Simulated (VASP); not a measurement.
Wanted: the native input for a VASP 6.6.1 run.

| Item | Value |
| --- | --- |
| Task | single point |
| Functional | PBE |
| Potentials or basis | VASP PAW PBE potentials, release 64 (Cr_pv) |
| Cutoff | 520 eV |
| k mesh | 14 × 14 × 1 |
| Occupations | fermi-dirac, width 0.05 eV |
| Spin | collinear spin, ferromagnetic start |
| Starting moments | [2.0] μB |
| Dipole correction | yes |
| Further INCAR settings | ALGO = Normal; EDIFF = 1e-06; NBANDS = 16 |

The structure of Cr lies in POSCAR:

```
Cr
1.0
    2.4668230341      0.0000000000      0.0000000000
   -0.8222743447      2.3257430606      0.0000000000
    0.0000000000      0.0000000000     16.0000000000
Cr
1
Direct
    0.0000000000      0.0000000000      0.5000000000
```

The input as run:

INCAR

```
PREC = Accurate ; ENCUT = 520
EDIFF = 1E-6 ; ISMEAR = -1
SIGMA = 0.05 ; LREAL = False
LASPH = True ; NELM = 150
ALGO = Normal ; ISIF = 2
LWAVE = False ; LCHARG = False
ISPIN = 2 ; MAGMOM = 2
LORBIT = 11 ; LMAXMIX = 4
LDIPOL = True ; IDIPOL = 3
DIPOL = 0.5 0.5 0.500 ; GGA = PE
NBANDS = 16
```

KPOINTS

```
Automatic mesh
0
Gamma
  14 14 1
```

Potentials or basis: VASP PAW PBE potentials, release 64 (Cr_pv).

Launch:

```bash
$ cat potpaw_PBE.64/Cr_pv/POTCAR > POTCAR
$ mpirun -np 1 vasp_std > vasp.out
```

It gave:

The net moment is 1.19 μB per cell. The site moments are Cr +1.01 μB. The valence electrons inside the program's atomic spheres are Cr 10.70.

Run time: 110 s on 1 thread of Intel(R) Xeon(R) Platinum 8559C (Emerald Rapids) (shared host), peak memory 0.31 GiB.
